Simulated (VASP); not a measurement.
Runs of VASP 6.6.1 on Al2O3 (Al2O3 (R-3c)). It takes space group R-3c (No. 167, trigonal). The conventional cell has a = 4.808 Å, b = 4.808 Å, c = 13.123 Å, α = 90.00°, β = 90.00°, γ = 120.00°. Within 2.5 Å of Al (site symmetry 3) lie 6 O at 1.87 to 1.99 Å. Within 2.5 Å of O (site symmetry 2) lie 4 Al at 1.87 to 1.99 Å. 

| task | level | cell | k mesh | smearing | grid for exact exchange (PRECFOCK) | screening parameter | gap on the mesh (eV) | pressure (GPa) | largest force (eV/Å) |
| --- | --- | --- | --- | --- | --- | --- | --- | --- | --- |
| single point | HSE06 | as given | 2 × 2 × 2 | fermi-dirac 0.01 eV | Fast | 0.2079 1/Å | (c) | -8.4 | 0.02 |
| single point | PBE | as given | 2 × 2 × 2 | gaussian 0.01 eV | - | - | 5.85 | -0.2 | 0.03 |
| single point | PBE | as given | 4 × 4 × 4, shifted | fermi-dirac 0.01 eV | - | - | (b) | -0.1 | 0.02 |
| relaxation of the atoms | PBE | atoms relaxed | 2 × 2 × 2 | gaussian 0.01 eV | - | - | 5.84 | -0.2 | - |
| single point | r2SCAN | as given | 2 × 2 × 2 | fermi-dirac 0.01 eV | - | - | 6.75 | (a) | 0.02 |

Alike in all rows: potentials or basis VASP PAW PBE potentials, release 64 (Al, O); no spin polarisation; cutoff (eV) 520.

Problem. Fill in the values left out.

Solution. (a) -7.9; (b) 6.19; (c) 7.70.

Caveats: some runs use coarse meshes; the PAW data sets were made with another functional, which shifts forces and pressure a little (some runs).

A k mesh can miss the band edges.
